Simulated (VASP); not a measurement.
# Ag (Fm-3m) in VASP: a series of runs

The runs below take Ag through single point, relaxation of cell and atoms, with PBE.

Program: VASP 6.6.1. These are calculated values, not measurements. Logs are shortened: lines on timing, memory, paths and dates and some standing lists are left out, and cuts for length are marked.

### Step 1. The cell of the first run

The structure is cubic, space group Fm-3m (No. 225). The conventional cell has a = 4.085 Å, b = 4.085 Å, c = 4.085 Å, α = 90.00°, β = 90.00°, γ = 90.00°. Ag (site symmetry m-3m) has 12 Ag at 2.89 Å within 3.8 Å.

### Step 2. Single point, PBE

Input file INCAR:

```
PREC = Accurate
ENCUT = 520
EDIFF = 1E-6
ISMEAR = 0
SIGMA = 0.1
LREAL = False
LASPH = True
NELM = 80
ALGO = Fast
ISIF = 2
LWAVE = False
LCHARG = False
GGA = PE
NBANDS = 12
```

Input file KPOINTS:

```
regular mesh
0
Gamma
  8 8 8
```

Input file POSCAR:

```
Ag
1.0
    0.0000000000      2.0427500000      2.0427500000
    2.0427500000      0.0000000000      2.0427500000
    2.0427500000      2.0427500000      0.0000000000
Ag
1
Direct
    0.0000000000      0.0000000000      0.0000000000
```

Potentials or basis: VASP PAW PBE potentials, release 64 (Ag).

On the command line:

```
> cat potpaw_PBE.64/Ag/POTCAR > POTCAR
> mpirun -np 1 vasp_std > vasp.out
```

OUTCAR:

```text
PREC = Accurate
   ENCUT = 520
   EDIFF = 1E-6
   ISMEAR = 0
   LREAL = False
   LASPH = True
   NELM = 80
   ISIF = 2
   GGA = PE

 ion  position               nearest neighbor table
   1  0.000  0.000  0.000-

  LATTYP: Found a face centered cubic cell.
 ALAT       =     4.0855000000

  Lattice vectors:

 A1 = (   0.0000000000,   2.0427500000,   2.0427500000)
 A2 = (   2.0427500000,   0.0000000000,   2.0427500000)
 A3 = (   2.0427500000,   2.0427500000,   0.0000000000)

Analysis of symmetry for initial positions (statically):
=====================================================================
 Subroutine PRICEL returns:
 Original cell was already a primitive cell.

 Routine SETGRP: Setting up the symmetry group for a
 face centered cubic supercell.

 Subroutine GETGRP returns: Found 48 space group operations
 (whereof 48 operations were pure point group operations)
 out of a pool of 48 trial point group operations.

The static configuration has the point symmetry O_h .

Analysis of symmetry for dynamics (positions and initial velocities):
=====================================================================
 Subroutine PRICEL returns:
 Original cell was already a primitive cell.

 Routine SETGRP: Setting up the symmetry group for a
 face centered cubic supercell.

 Subroutine GETGRP returns: Found 48 space group operations
 (whereof 48 operations were pure point group operations)
 out of a pool of 48 trial point group operations.

The dynamic configuration has the point symmetry O_h .

 Subroutine INISYM returns: Found 48 space group operations
 (whereof 48 operations are pure point group operations),
 and found     1 'primitive' translations

----------------------------------------------------------------------------------------

                                     Primitive cell

  volume of cell :      17.0481

  direct lattice vectors                    reciprocal lattice vectors
     0.000000000  2.042750000  2.042750000    -0.244768082  0.244768082  0.244768082
     2.042750000  0.000000000  2.042750000     0.244768082 -0.244768082  0.244768082
     2.042750000  2.042750000  0.000000000     0.244768082  0.244768082 -0.244768082

  length of vectors
     2.888884755  2.888884755  2.888884755     0.423950755  0.423950755  0.423950755

  position of ions in fractional coordinates (direct lattice)
     0.000000000  0.000000000  0.000000000

  ion indices of the primitive-cell ions
   primitive index   ion index
                 1           1

[... 82 lines left out ...]
   NELECT =      11.0000    total number of electrons
   NUPDOWN=      -1.0000    fix difference up-down
   EMIN   =  10.00;   EMAX   =-10.00  energy-range for DOS
   EFERMI =   0.00;   METHOD = LEGACY
   ISMEAR =     0;   SIGMA  =   0.10  broadening in eV -4-tet -1-fermi 0-gaus
   EFERMI_NEDOS =   21; number of points for ismear=-14 and -15
   IALGO  =     68    algorithm
   IMIX   =      4    mixing-type and parameters
     AMIX     =   0.40;   BMIX     =  1.00
     AMIX_MAG =   1.60;   BMIX_MAG =  1.00
  volume/ion in A,a.u.               =      17.05       115.05
  Fermi-wavevector in a.u.,A,eV,Ry     =   1.414644  2.673290 27.228221  2.001218
  Thomas-Fermi vector in A             =   2.536165
   LORBIT       =      0    0 simple, 1 ext, 2 COOP (PROOUT), +10 PAW based schemes
   GGA     = PE    functional components
   LHFCALC =     F    Hartree Fock is set to
   AEXX    =    0.0000 exact exchange contribution
   IVDW    =     0    specifies the selected vdW correction
   LEPSILON=     F    determine dielectric tensor
   LRPA    =     F    only Hartree local field effects (RPA)
 non-spin polarized calculation
 RMM-DIIS sequential band-by-band and
 Gauss-broadening in eV      SIGMA  =   0.10
  energy-cutoff  :      520.00
  volume of cell :       17.05
 maximum number of plane-waves:       477
 NGX is ok and might be reduce to    24
   NGX = 11   NGY = 11   NGZ = 11

 number of electron      10.9999999 magnetization

 Free energy of the ion-electron system (eV)
  ---------------------------------------------------
  ext. energy  EPLUGINS =         0.00000000
  ---------------------------------------------------
  free energy    TOTEN  =        -2.67806470 eV

  energy without entropy =       -2.67502672  energy(sigma->0) =       -2.67654571

 E-fermi :   8.2401     XC(G=0): -12.2094

 val. band max:        8.1655329355   @ k =   0.5000   0.2500   0.1250
 cond. band min:       8.6573078534   @ k =   0.5000   0.3750   0.1250
 fundamental gap:      0.4917749179
 Fermi energy:         8.2401420840

 k-point     1 :       0.0000    0.0000    0.0000
  band No.  band energies     occupation
      1       0.6639      2.00000
      2       3.6318      2.00000
      3       3.6318      2.00000
      4       3.6318      2.00000
      5       4.6668      2.00000
      6       4.6668      2.00000
      7      24.4579      0.00000
      8      28.0368      0.00000
      9      28.0368      0.00000
     10      28.0368      0.00000
     11      32.8412      0.00000
     12      33.9879      0.00000
[... 331 lines left out ...]
 k-point    24 :      -0.3750    0.2500    0.1250
  band No.  band energies     occupation
      1       2.7006      2.00000
      2       3.1805      2.00000
      3       4.0652      2.00000
      4       4.2332      2.00000
      5       5.3870      2.00000
      6      10.7243      0.00000
      7      12.3870      0.00000
      8      20.8550      0.00000
      9      21.0150      0.00000
     10      26.9309      0.00000
     11      31.6918      0.00000
     12      35.7410      0.00000

 [... further k-points ...]

------------------------ aborting loop because EDIFF is reached ----------------------------------------

  FORCE on cell =-STRESS in cart. coord.  units (eV):
  Direction    XX          YY          ZZ          XY          YZ          ZX
  --------------------------------------------------------------------------------------
  -------------------------------------------------------------------------------------
  Total        0.5522969      0.5522969      0.5522969      0.0000000     -0.0000000     -0.0000000
  in kB       51.9048059     51.9048059     51.9048059      0.0000000     -0.0000000     -0.0000000
  external PRESSURE =      51.9048059 kB  Pullay stress =       0.0000000 kB

 VOLUME and BASIS-vectors are now :
 -----------------------------------------------------------------------------
  energy-cutoff  :      520.00
  volume of cell :       17.05
      direct lattice vectors                 reciprocal lattice vectors
     0.000000000  2.042750000  2.042750000    -0.244768082  0.244768082  0.244768082
     2.042750000  0.000000000  2.042750000     0.244768082 -0.244768082  0.244768082
     2.042750000  2.042750000  0.000000000     0.244768082  0.244768082 -0.244768082

 POSITION                                       TOTAL-FORCE (eV/Angst)
 -----------------------------------------------------------------------------------
      0.00000      0.00000      0.00000        -0.000000      0.000000     -0.000000
 -----------------------------------------------------------------------------------
    total drift:                                0.000000      0.000000      0.000000

  FREE ENERGIE OF THE ION-ELECTRON SYSTEM (eV)
  ---------------------------------------------------
  free  energy   TOTEN  =        -2.6780646951 eV

  energy  without entropy=       -2.6750267173  energy(sigma->0) =       -2.67654571
```

OSZICAR:

```text
N       E                     dE             d eps       ncg     rms          rms(c)
DAV:   1     0.549247846878E+02    0.54925E+02   -0.56012E+03   696   0.835E+02
DAV:   2    -0.205975433361E+01   -0.56985E+02   -0.54062E+02   808   0.199E+02
DAV:   3    -0.292648698546E+01   -0.86673E+00   -0.86631E+00   804   0.260E+01
DAV:   4    -0.292903082155E+01   -0.25438E-02   -0.25437E-02   812   0.145E+00
DAV:   5    -0.292905067834E+01   -0.19857E-04   -0.19856E-04   812   0.113E-01    0.530E+00
RMM:   6    -0.268915542784E+01    0.23990E+00   -0.35753E-01   706   0.542E+00    0.338E+00
RMM:   7    -0.268091392141E+01    0.82415E-02   -0.97042E-03   771   0.110E+00    0.194E+00
RMM:   8    -0.267807768867E+01    0.28362E-02   -0.78108E-04   774   0.265E-01    0.189E-01
RMM:   9    -0.267806213926E+01    0.15549E-04   -0.11472E-04   829   0.957E-02    0.719E-02
RMM:  10    -0.267806342356E+01   -0.12843E-05   -0.19625E-05   815   0.357E-02    0.231E-02
RMM:  11    -0.267806461756E+01   -0.11940E-05   -0.52757E-06   679   0.141E-02    0.693E-03
RMM:  12    -0.267806469513E+01   -0.77572E-07   -0.33934E-07   515   0.429E-03
   1 F= -.26780647E+01 E0= -.26765457E+01  d E =-.303798E-02
```

Wall time 3.2 s (1 thread of Intel Xeon 6975P-C (Granite Rapids), shared host); peak memory 0.13 GiB.

Results:

- Free energy: -2.6781 eV
- Pressure: 5.2 GPa

Levels at points of the mesh, in eV from the Fermi level:
| k point | band 3 | band 4 | band 5 | band 6 | band 7 | band 8 | band 9 | band 10 |
| --- | --- | --- | --- | --- | --- | --- | --- | --- |
| (0.00, 0.00, 0.00) | -4.61 | -4.61 | -3.57 | -3.57 | 16.22 | 19.80 | 19.80 | 19.80 |
| (0.50, 0.00, 0.00) | -4.63 | -2.78 | -2.78 | -0.21 | 3.80 | 15.45 | 18.07 | 18.07 |
| (0.50, 0.50, 0.00) | -2.81 | -2.57 | -2.57 | 1.80 | 6.94 | 10.86 | 10.86 | 17.38 |

### Step 3. Single point, PBE

This run uses another cell than the first one, of 17.83 Å³/atom, 1.046 times its volume.

Input file INCAR:

```
SYSTEM = Ag
ALGO = Normal ; EDIFF = 1E-6
ENCUT = 520 ; GGA = PE
ISIF = 2 ; ISMEAR = 0
LASPH = .TRUE. ; LCHARG = .FALSE.
LREAL = .FALSE. ; LWAVE = .FALSE.
NBANDS = 12 ; NELM = 80
PREC = Accurate ; SIGMA = 0.1
```

Input file KPOINTS:

```
k-points
0
G
  18 18 18
  0 0 0
```

Input file POSCAR:

```
Ag
1.0
    0.0000000000      2.0735892902      2.0735892902
    2.0735892902      0.0000000000      2.0735892902
    2.0735892902      2.0735892902      0.0000000000
Ag
1
Direct
    0.0000000000      0.0000000000      0.0000000000
```

Potentials or basis: VASP PAW PBE potentials, release 64 (Ag).

On the command line:

```
> cat potpaw_PBE.64/Ag/POTCAR > POTCAR
> mpirun -np 1 vasp_std > vasp.out
```

Run time: 12 s. Hardware: 1 thread of Intel Xeon 6975P-C (Granite Rapids), shared host; peak memory 0.16 GiB.

Results (log left out):

```yaml
Free_energy: -2.7208 eV
Pressure: -0.1 GPa
```

Levels at points of the mesh, in eV from the Fermi level:
| k point | band 3 | band 4 | band 5 | band 6 | band 7 | band 8 | band 9 | band 10 |
| --- | --- | --- | --- | --- | --- | --- | --- | --- |
| (0.00, 0.00, 0.00) | -4.62 | -4.62 | -3.66 | -3.66 | 15.95 | 19.26 | 19.26 | 19.26 |
| (0.50, 0.00, 0.00) | -4.64 | -2.93 | -2.93 | -0.25 | 3.39 | 15.18 | 17.44 | 17.44 |
| (0.50, 0.50, 0.00) | -2.96 | -2.74 | -2.74 | 1.68 | 6.43 | 10.47 | 10.47 | 16.69 |

### Step 4. Relaxation of cell and atoms, PBE

Input file INCAR:

```
  ALGO = Normal
  EDIFF = 1E-7
  EDIFFG = -0.005
  ENCUT = 600
  GGA = PE
  IBRION = 2
  ISIF = 3
  ISMEAR = 0
  LASPH = True
  LCHARG = False
  LREAL = False
  LWAVE = False
  NELM = 100
  NSW = 100
  PREC = Accurate
  SIGMA = 0.1
```

Input file KPOINTS:

```
k-points
0
Gamma
  18 18 18
```

Input file POSCAR:

```
Ag
1.0
    0.0000000000      2.0427500000      2.0427500000
    2.0427500000      0.0000000000      2.0427500000
    2.0427500000      2.0427500000      0.0000000000
Ag
1
Direct
    0.0000000000      0.0000000000      0.0000000000
```

On the command line:

```
> cat potpaw_PBE.64/Ag/POTCAR > POTCAR
> mpirun -np 1 vasp_std > vasp.out
```

Run time: 22 s. Hardware: 1 thread of Intel Xeon 6975P-C (Granite Rapids), shared host; peak memory 0.17 GiB.

It converged, with:

- Free energy: -2.7201 eV
- Relaxed volume: 17.80 Å³/atom
- Relaxed cell: a = 2.931 Å, b = 2.931 Å, c = 2.931 Å, α = 60.00°, β = 60.00°, γ = 60.00°
- Space group after relaxing (to 0.05 Å): Fm-3m (No. 225)
- Energy gained by relaxing: 10.2 meV/atom
- Ionic steps: 3
- Pressure after relaxing: 0.0 GPa

Step by step:
| step | energy change (eV) | largest force (eV/Å) | pressure (GPa) | volume (Å³) |
| --- | --- | --- | --- | --- |
| 1 | 0.0000 | 0.0000 | 4.54 | 17.05 |
| 2 | -0.0069 | 0.0000 | -2.18 | 18.27 |
| 3 | -0.0102 | 0.0000 | 0.01 | 17.80 |

Final structure:
```yaml
crystal:
  lattice:
    - [0.00000, 2.07246, 2.07246]
    - [2.07246, 0.00000, 2.07246]
    - [2.07246, 2.07246, 0.00000]
  atoms:
    - { symbol: Ag, position: [0.00000, 0.00000, 0.00000] }
```

Levels at points of the mesh, in eV from the Fermi level:
| k point | band 4 | band 5 | band 6 | band 7 | band 8 | band 9 |
| --- | --- | --- | --- | --- | --- | --- |
| (0.00, 0.00, 0.00) | -4.62 | -3.67 | -3.67 | 15.96 | 19.28 | 19.28 |
| (0.50, 0.00, 0.00) | -2.93 | -2.93 | -0.25 | 3.40 | 15.18 | 17.46 |
| (0.50, 0.50, 0.00) | -2.74 | -2.74 | 1.68 | 6.44 | 10.48 | 10.48 |

### Step 5. Relaxation of cell and atoms, PBE

This run uses another cell than the first one, of 17.83 Å³/atom, 1.046 times its volume.

Input file INCAR:

```
ALGO = Normal
EDIFF = 1E-7
EDIFFG = -0.001
ENCUT = 500
GGA = PE
GGA_COMPAT = False
IBRION = 2
ISIF = 3
ISMEAR = -1
LASPH = True
LCHARG = False
LREAL = False
LWAVE = False
NELM = 120
NELMIN = 4
NSW = 80
PREC = Accurate
SIGMA = 0.15
```

Input file KPOINTS:

```
k-points
0
Gamma
  20 20 20
```

Input file POSCAR:

```
Ag
1.0
    0.0000000000      2.0735892923      2.0735892923
    2.0735892923      0.0000000000      2.0735892923
    2.0735892923      2.0735892923      0.0000000000
Ag
1
Direct
    0.0000000000      0.0000000000      0.0000000000
```

On the command line:

```
> cat potpaw_PBE.64/Ag/POTCAR > POTCAR
> mpirun -np 1 vasp_std > vasp.out
```

It took 31 s on 1 thread of Intel Xeon 8259CL, shared host; peak memory 0.17 GiB.

Results (log left out):

```yaml
Free_energy: -2.7288 eV
Pressure_after_relaxing: 0.0 GPa
```

Final structure:
```xyz
1
Lattice="0.0000 2.0736 2.0736 2.0736 0.0000 2.0736 2.0736 2.0736 0.0000" Properties=species:S:1:pos:R:3 pbc="T T T"
Ag    0.0000    0.0000    0.0000
```

Levels at points of the mesh, in eV from the Fermi level:
```tsv
k point	band 2	band 3	band 4	band 5	band 6	band 7	band 8	band 9
(0.00, 0.00, 0.00)	-4.68	-4.68	-4.68	-3.72	-3.72	15.89	19.21	19.21
(0.50, 0.00, 0.00)	-4.69	-4.69	-2.99	-2.99	-0.30	3.34	15.12	17.38
(0.50, 0.50, 0.00)	-6.06	-3.02	-2.79	-2.79	1.62	6.37	10.41	10.41
```

Caveat: the relaxation stopped at its first step, so nothing moved.

### Step 6. Summary

```csv
task,cell,k mesh,cutoff (eV),smearing,gap on the mesh (eV),pressure (GPa)
single point,"a = 2.889 Å, angles 60.0°, 1 atom",8 × 8 × 8,520,gaussian 0.1 eV,none,5.2
single point,"a = 2.932 Å, angles 60.0°, 1 atom",18 × 18 × 18,520,gaussian 0.1 eV,none,-0.1
relaxation of cell and atoms,"relaxed from a = 2.889 Å, angles 60.0°, 1 atom",18 × 18 × 18,600,gaussian 0.1 eV,none,0.0
relaxation of cell and atoms,"relaxed from a = 2.932 Å, angles 60.0°, 1 atom",20 × 20 × 20,500,fermi-dirac 0.15 eV,none,0.0
```

Alike in all rows: level PBE; potentials or basis VASP PAW PBE potentials, release 64 (Ag); no spin polarisation.

Caveats: the relaxation stopped at its first step, so nothing moved (some runs).

Absolute energies hang on the potentials; compare differences alone.
